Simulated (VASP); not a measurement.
# Sb (C2/m) in VASP: further runs

The runs below take Sb through single point, with PBE.

Program: VASP 6.6.1. These are calculated values, not measurements. Logs are shortened: lines on timing, memory, paths and dates and some standing lists are left out, and cuts for length are marked.

## 1. The cell of the first run

Symmetry: C2/m, No. 12, monoclinic system. The conventional cell has a = 4.194 Å, b = 4.321 Å, c = 3.179 Å, α = 90.00°, β = 128.78°, γ = 90.00°. Sb (site symmetry 2/m) has 12 Sb at 3.01 to 3.32 Å within 4.0 Å.

## 2. Single point, PBE (equal xy, yz and zx shear strains of -3 %)

INCAR reads:

```
SYSTEM = Sb
  PREC = Accurate
  ENCUT = 520
  EDIFF = 1E-6
  ISMEAR = -1
  SIGMA = 0.05
  LREAL = .FALSE.
  LASPH = .TRUE.
  NELM = 80
  ALGO = Normal
  ISIF = 2
  LWAVE = .FALSE.
  LCHARG = .FALSE.
  GGA = PE
  NBANDS = 8
```

KPOINTS reads:

```
regular mesh
0
G
  19 19 19
  0 0 0
```

POSCAR reads:

```
Sb
1.0
   -1.5647750000      1.4903750000      2.4800000000
    1.4903750000     -1.5647750000      2.4800000000
    1.5196250000      1.5196250000     -2.5251500000
Sb
1
Direct
    0.0000000000      0.0000000000      0.0000000000
```

Potentials or basis: VASP PAW PBE potentials, release 64 (Sb).

The run is started by

```
> cat potpaw_PBE.64/Sb/POTCAR > POTCAR
> mpirun -np 1 vasp_std > vasp.out
```

OUTCAR:

```text
SYSTEM = Sb
   PREC = Accurate
   ENCUT = 520
   EDIFF = 1E-6
   ISMEAR = -1
   LREAL = .FALSE.
   LASPH = .TRUE.
   NELM = 80
   ISIF = 2
   GGA = PE

 ion  position               nearest neighbor table
   1  0.000  0.000  0.000-

  Warning from LATTYP: Got some problem with cell dimensions!
  Tried to take original basis but could not verify dimensions!
  LATTYP: Found a base centered monoclinic cell.
 ALAT       =     4.1939033292
 B/A-ratio  =     1.0302179678
 C/A-ratio  =     0.7579977273
 COS(beta)  =    -0.6262903113

  Lattice vectors:

 A1 = (  -3.0100000000,   0.0451500000,   0.0451500000)
 A2 = (   0.0451500000,  -3.0100000000,   0.0451500000)
 A3 = (   1.4452250000,   1.4452250000,   2.4348500000)

Analysis of symmetry for initial positions (statically):
=====================================================================
 Subroutine PRICEL returns:
 Original cell was already a primitive cell.

 Routine SETGRP: Setting up the symmetry group for a
 base centered monoclinic supercell.

 Subroutine GETGRP returns: Found  4 space group operations
 (whereof  4 operations were pure point group operations)
 out of a pool of  4 trial point group operations.

The static configuration has the point symmetry C_2h.

Analysis of symmetry for dynamics (positions and initial velocities):
=====================================================================
 Subroutine PRICEL returns:
 Original cell was already a primitive cell.

 Routine SETGRP: Setting up the symmetry group for a
 base centered monoclinic supercell.

 Subroutine GETGRP returns: Found  4 space group operations
 (whereof  4 operations were pure point group operations)
 out of a pool of  4 trial point group operations.

The dynamic configuration has the point symmetry C_2h.

 Subroutine INISYM returns: Found  4 space group operations
 (whereof  4 operations are pure point group operations),
 and found     1 'primitive' translations

----------------------------------------------------------------------------------------

                                     Primitive cell

  volume of cell :      22.4537

  direct lattice vectors                    reciprocal lattice vectors
    -1.564775000  1.490375000  2.480000000     0.008133241  0.335449412  0.206766643
     1.490375000 -1.564775000  2.480000000     0.335449412  0.008133241  0.206766643
     1.519625000  1.519625000 -2.525150000     0.337439352  0.337439352  0.010123181

  length of vectors
     3.289397884  3.289397884  3.315856270     0.394138177  0.394138177  0.477318668

  position of ions in fractional coordinates (direct lattice)
     0.000000000  0.000000000  0.000000000

  ion indices of the primitive-cell ions
   primitive index   ion index
                 1           1

----------------------------------------------------------------------------------------

 KPOINTS: regular mesh

Automatic generation of k-mesh.
 Grid dimensions read from file:
 generate k-points for:   19   19   19

 Generating k-lattice:

  Cartesian coordinates                     Fractional coordinates (reciprocal lattice)
     0.000428065  0.017655232  0.010882455     0.052631579 -0.000000000  0.000000000
     0.017655232  0.000428065  0.010882455    -0.000000000  0.052631579  0.000000000
     0.017759966  0.017759966  0.000532799     0.000000000  0.000000000  0.052631579

  Length of vectors
     0.020744115  0.020744115  0.025122035

  Shift w.r.t. Gamma in fractional coordinates (k-lattice)
     0.000000000  0.000000000  0.000000000

 Subroutine IBZKPT returns following result:
 ===========================================

 Found   1810 irreducible k-points:

 Following reciprocal coordinates:
            Coordinates               Weight
  0.000000  0.000000  0.000000      1.000000
  0.052632 -0.000000  0.000000      4.000000
  0.105263 -0.000000  0.000000      4.000000
  0.157895 -0.000000  0.000000      4.000000
  0.210526 -0.000000  0.000000      4.000000
  0.263158 -0.000000  0.000000      4.000000
[... 16 lines left out ...]
 -0.315789  0.052632  0.000000      4.000000
 -0.263158  0.052632 -0.000000      4.000000
 [... further k-points ...]
   k-points           NKPTS =   1810   k-points in BZ     NKDIM =   1810   number of bands    NBANDS=      8
   number of dos      NEDOS =    301   number of ions     NIONS =      1
   total plane-waves  NPLWV =  16128
   dimension x,y,z NGX =    24 NGY =   24 NGZ =   28
   dimension x,y,z NGXF=    48 NGYF=   48 NGZF=   56
   ions per type =               1
   NGX,Y,Z   is equivalent  to a cutoff of  12.13, 12.13, 14.04 a.u.
   NGXF,Y,Z  is equivalent  to a cutoff of  24.26, 24.26, 28.08 a.u.
 SYSTEM =  Sb
   PREC   = accura    normal or accurate (medium, high low for compatibility)
   ISTART =      0    job   : 0-new  1-cont  2-samecut
   ICHARG =      2    charge: 1-file 2-atom 10-const
   ISPIN  =      1    spin polarized calculation?
   LNONCOLLINEAR =      F non collinear calculations
   LSORBIT =      F    spin-orbit coupling
   LASPH  =      T    aspherical Exc in radial PAW
   ENCUT  =  520.0 eV  38.22 Ry    6.18 a.u.   6.12  6.12  6.17*2*pi/ulx,y,z
   NELM   =     80;   NELMIN=  2; NELMDL= -5     # of ELM steps
   EDIFF  = 0.1E-05   stopping-criterion for ELM
   LREAL  =      F    real-space projection
   EDIFFG = 0.1E-04   stopping-criterion for IOM
   NSW    =      0    number of steps for IOM
   IBRION =     -1    ionic relax: 0-MD 1-quasi-New 2-CG
   NFREE  =      0    steps in history (QN), initial steepest desc. (CG)
   ISIF   =      2    stress and relaxation
   ISYM   =      2    0-nonsym 1-usesym 2-fastsym
   POTIM  = 0.5000    time-step for ionic-motion
   TEBEG  =    0.0;   TEEND  =   0.0 temperature during run
   PSTRESS=    0.0 pullay stress
   NELECT =       5.0000    total number of electrons
   NUPDOWN=      -1.0000    fix difference up-down
   EMIN   =  10.00;   EMAX   =-10.00  energy-range for DOS
   EFERMI =   0.00;   METHOD = LEGACY
   ISMEAR =    -1;   SIGMA  =   0.05  broadening in eV -4-tet -1-fermi 0-gaus
   EFERMI_NEDOS =   21; number of points for ismear=-14 and -15
   IALGO  =     38    algorithm
   IMIX   =      4    mixing-type and parameters
     AMIX     =   0.40;   BMIX     =  1.00
     AMIX_MAG =   1.60;   BMIX_MAG =  1.00
  volume/ion in A,a.u.               =      22.45       151.53
  Fermi-wavevector in a.u.,A,eV,Ry     =   0.992283  1.875142 13.396631  0.984625
  Thomas-Fermi vector in A             =   2.124083
   LORBIT       =      0    0 simple, 1 ext, 2 COOP (PROOUT), +10 PAW based schemes
   GGA     = PE    functional components
   LHFCALC =     F    Hartree Fock is set to
   AEXX    =    0.0000 exact exchange contribution
   IVDW    =     0    specifies the selected vdW correction
   LEPSILON=     F    determine dielectric tensor
   LRPA    =     F    only Hartree local field effects (RPA)
 non-spin polarized calculation
  energy-cutoff  :      520.00
  volume of cell :       22.45
 maximum number of plane-waves:       622
   NGX = 13   NGY = 13   NGZ = 13

 number of electron       5.0000000 magnetization

 Free energy of the ion-electron system (eV)
  ---------------------------------------------------
  ext. energy  EPLUGINS =         0.00000000
  ---------------------------------------------------
  free energy    TOTEN  =        -3.58601417 eV

  energy without entropy =       -3.58070609  energy(sigma->0) =       -3.58336013

 E-fermi :  11.1377     XC(G=0): -11.0410

 val. band max:       11.1375821125   @ k =  -0.1579  -0.4211   0.3684
 cond. band min:      11.1405249260   @ k =  -0.2105   0.1053   0.1579
 fundamental gap:      0.0029428136
 Fermi energy:        11.1376754071

 k-point     1 :       0.0000    0.0000    0.0000
  band No.  band energies     occupation
      1      -3.4154      2.00000
      2      17.3124      0.00000
      3      17.8593      0.00000
      4      18.1596      0.00000
      5      21.0435      0.00000
      6      21.6612      0.00000
      7      22.0742      0.00000
      8      22.5335      0.00000

 k-point     2 :       0.0526   -0.0000    0.0000
  band No.  band energies     occupation
      1      -3.3479      2.00000
      2      17.1369      0.00000
      3      17.3869      0.00000
      4      17.8903      0.00000
      5      20.8675      0.00000
      6      21.3153      0.00000
      7      22.3238      0.00000
      8      22.6134      0.00000

 k-point     3 :       0.1053   -0.0000    0.0000
  band No.  band energies     occupation
      1      -3.1455      2.00000
      2      15.8677      0.00000
      3      16.6680      0.00000
      4      17.6899      0.00000
      5      20.2616      0.00000
      6      21.3761      0.00000
      7      22.3696      0.00000
      8      22.8929      0.00000

 k-point     4 :       0.1579   -0.0000    0.0000
  band No.  band energies     occupation
      1      -2.8083      2.00000
      2      14.0183      0.00000
      3      16.0338      0.00000
      4      17.5235      0.00000
      5      19.7375      0.00000
      6      21.0597      0.00000
      7      22.9054      0.00000
      8      23.6408      0.00000

 k-point     5 :       0.2105   -0.0000    0.0000
  band No.  band energies     occupation
      1      -2.3370      2.00000
      2      12.1095      0.00000
      3      15.3812      0.00000
      4      17.3827      0.00000
      5      19.2385      0.00000
      6      20.8178      0.00000
      7      23.5663      0.00000
      8      24.3312      0.00000
[... 177 lines left out ...]
 k-point    22 :      -0.3684    0.0526   -0.0000
  band No.  band energies     occupation
      1      -0.3681      2.00000
      2       7.3772      2.00000
      3      13.6953      0.00000
      4      16.7685      0.00000
      5      18.5049      0.00000
      6      20.6652      0.00000
      7      22.3170      0.00000
      8      24.3890      0.00000

 k-point    23 :      -0.3158    0.0526    0.0000
  band No.  band energies     occupation
      1      -1.1814      2.00000
      2       9.0591      2.00000
      3      14.0908      0.00000
      4      16.8403      0.00000
      5      18.8508      0.00000
      6      21.0711      0.00000
      7      22.3695      0.00000
      8      24.9249      0.00000

 k-point    24 :      -0.2632    0.0526   -0.0000
  band No.  band energies     occupation
      1      -1.8740      2.00000
      2      10.8560      1.99288
      3      14.5918      0.00000
      4      16.9361      0.00000
      5      19.2703      0.00000
      6      21.4649      0.00000
      7      22.6446      0.00000
      8      24.2906      0.00000

 [... further k-points ...]

------------------------ aborting loop because EDIFF is reached ----------------------------------------

  FORCE on cell =-STRESS in cart. coord.  units (eV):
  Direction    XX          YY          ZZ          XY          YZ          ZX
  --------------------------------------------------------------------------------------
  -------------------------------------------------------------------------------------
  Total        2.7800095      2.7800095      2.6025711     -0.1301423      0.0092465      0.0092465
  in kB      198.3665159    198.3665159    185.7054662     -9.2862547      0.6597804      0.6597796
  external PRESSURE =     194.1461660 kB  Pullay stress =       0.0000000 kB

 VOLUME and BASIS-vectors are now :
 -----------------------------------------------------------------------------
  energy-cutoff  :      520.00
  volume of cell :       22.45
      direct lattice vectors                 reciprocal lattice vectors
    -1.564775000  1.490375000  2.480000000     0.008133241  0.335449412  0.206766643
     1.490375000 -1.564775000  2.480000000     0.335449412  0.008133241  0.206766643
     1.519625000  1.519625000 -2.525150000     0.337439352  0.337439352  0.010123181

 POSITION                                       TOTAL-FORCE (eV/Angst)
 -----------------------------------------------------------------------------------
      0.00000      0.00000      0.00000        -0.000000      0.000000      0.000000
 -----------------------------------------------------------------------------------
    total drift:                                0.000000     -0.000000      0.000000

  FREE ENERGIE OF THE ION-ELECTRON SYSTEM (eV)
  ---------------------------------------------------
  free  energy   TOTEN  =        -3.5860141734 eV

  energy  without entropy=       -3.5807060884  energy(sigma->0) =       -3.58336013
```

Run time: 71 s. Hardware: 1 thread of Intel Xeon 6975P-C (Granite Rapids), shared host; peak memory 0.42 GiB.

Results:

```yaml
Free_energy: -3.5860 eV
Pressure: 19.4 GPa
Band_gap_on_the_k_mesh: zero (an odd number of electrons rules out a gap without spin polarisation)
```

Levels at points of the mesh, in eV from the Fermi level:
```tsv
k point	band 1	band 2	band 3	band 4	band 5	band 6	band 7	band 8
(0.00, 0.00, 0.00)	-14.55	6.17	6.72	7.02	9.91	10.52	10.94	11.40
```

Caveat: the cell differs from its parent crystal (equal xy, yz and zx shear strains of -3 %); the cell stands under pressure; spin-orbit coupling is left out, which moves the levels of the heavy elements; an odd number of electrons without spin polarisation forces a metal; a magnetic or distorted state may lie lower.

## 3. Single point, PBE (equal xy, yz and zx shear strains of -1 %)

INCAR reads:

```
  PREC = Accurate
  ENCUT = 520
  EDIFF = 1E-6
  ISMEAR = -1
  SIGMA = 0.05
  LREAL = False
  LASPH = True
  NELM = 60
  ALGO = Normal
  ISIF = 2
  LWAVE = False
  LCHARG = False
  GGA = PE
  NBANDS = 8
```

KPOINTS reads:

```
Automatic mesh
0
Gamma
  19 19 19
```

POSCAR reads:

```
Sb
1.0
   -1.5249250000      1.5001250000      2.4800000000
    1.5001250000     -1.5249250000      2.4800000000
    1.5098750000      1.5098750000     -2.4950500000
Sb
1
Direct
    0.0000000000      0.0000000000      0.0000000000
```

Potentials or basis: VASP PAW PBE potentials, release 64 (Sb).

The run is started by

```
> cat potpaw_PBE.64/Sb/POTCAR > POTCAR
> mpirun -np 1 vasp_std > vasp.out
```

Run time: 54 s. Hardware: 1 thread of Intel Xeon 6975P-C (Granite Rapids), shared host; peak memory 0.41 GiB.

Results (log left out):

* Free energy: -3.5871 eV
* Pressure: 19.2 GPa
* Band gap on the k mesh: zero (an odd number of electrons rules out a gap without spin polarisation)

Stress tensor (GPa, compression positive):
```
19.92 -0.13  0.15
-0.13 19.92  0.15
 0.15  0.15 17.89
```

Levels at points of the mesh, in eV from the Fermi level:
```
           k point  band 1  band 2  band 3  band 4  band 5  band 6  band 7  band 8
(0.00, 0.00, 0.00)  -14.56    6.40    6.74    6.77   10.03   10.40   11.05   11.14
```

Caveat: the cell differs from its parent crystal (equal xy, yz and zx shear strains of -1 %); the cell stands under pressure; spin-orbit coupling is left out, which moves the levels of the heavy elements; an odd number of electrons without spin polarisation forces a metal; a magnetic or distorted state may lie lower.

## 4. Single point, PBE (equal xy, yz and zx shear strains of +2 %)

INCAR reads:

```
SYSTEM = Sb
PREC     = Accurate       ! precision mode
ENCUT    = 520            ! plane-wave cutoff, eV
EDIFF    = 1E-6           ! SCF threshold, eV
ISMEAR   = -1             ! smearing method
SIGMA    = 0.05           ! smearing width, eV
LREAL    = .False.        ! projectors in reciprocal space
LASPH    = .True.         ! aspherical terms in the spheres
NELM     = 80             ! most SCF steps
ALGO     = Normal         ! electronic algorithm
ISIF     = 2              ! what is computed and relaxed
LWAVE    = .False.        ! write WAVECAR
LCHARG   = .False.        ! write CHGCAR
GGA      = PE             ! functional
NBANDS   = 8              ! bands
```

KPOINTS reads:

```
Automatic mesh
0
Gamma
  19 19 19
  0 0 0
```

POSCAR reads:

```
Sb
1.0
   -1.4651500000      1.5147500000      2.4800000000
    1.5147500000     -1.4651500000      2.4800000000
    1.4952500000      1.4952500000     -2.4499000000
Sb
1
Direct
    0.0000000000      0.0000000000      0.0000000000
```

The run is started by

```
> cat potpaw_PBE.64/Sb/POTCAR > POTCAR
> mpirun -np 1 vasp_std > vasp.out
```

It took 56 s on 1 thread of Intel Xeon 6975P-C (Granite Rapids), shared host; peak memory 0.41 GiB.

It converged, with:

| Property | Result |
| --- | --- |
| Free energy | -3.5874 eV |
| Pressure | 19.3 GPa |
| Band gap on the k mesh | zero (an odd number of electrons rules out a gap without spin polarisation) |

Stress tensor (GPa, compression positive):
```
19.88  0.76  0.08
 0.76 19.88  0.08
 0.08  0.08 18.21
```

Levels at points of the mesh, in eV from the Fermi level:
| k point | band 1 | band 2 | band 3 | band 4 | band 5 | band 6 | band 7 |
| --- | --- | --- | --- | --- | --- | --- | --- |
| (0.00, 0.00, 0.00) | -14.54 | 6.35 | 6.69 | 6.94 | 9.99 | 10.46 | 11.13 |

Caveat: the cell differs from its parent crystal (equal xy, yz and zx shear strains of +2 %); the cell stands under pressure; spin-orbit coupling is left out, which moves the levels of the heavy elements; an odd number of electrons without spin polarisation forces a metal; a magnetic or distorted state may lie lower.

## 5. Summary

| cell | gap on the mesh (eV) | pressure (GPa) |
| --- | --- | --- |
| a = 3.289, b = 3.289, c = 3.316 Å, angles 125.8, 125.8, 82.1°, 1 atom | none | 19.4 |
| a = 3.275, b = 3.275, c = 3.284 Å, angles 125.4, 125.4, 81.6°, 1 atom | none | 19.2 |
| a = 3.254, b = 3.254, c = 3.236 Å, angles 124.7, 124.7, 80.7°, 1 atom | none | 19.3 |

Alike in all rows: task single point; level PBE; potentials or basis VASP PAW PBE potentials, release 64 (Sb); no spin polarisation; k mesh 19 × 19 × 19; cutoff (eV) 520; smearing fermi-dirac 0.05 eV.

Caveats: the cell stands under pressure; spin-orbit coupling is left out, which moves the levels of the heavy elements; an odd number of electrons without spin polarisation forces a metal; a magnetic or distorted state may lie lower.

Total energies depend on the potentials used, so only differences within one code and one set of settings carry meaning.
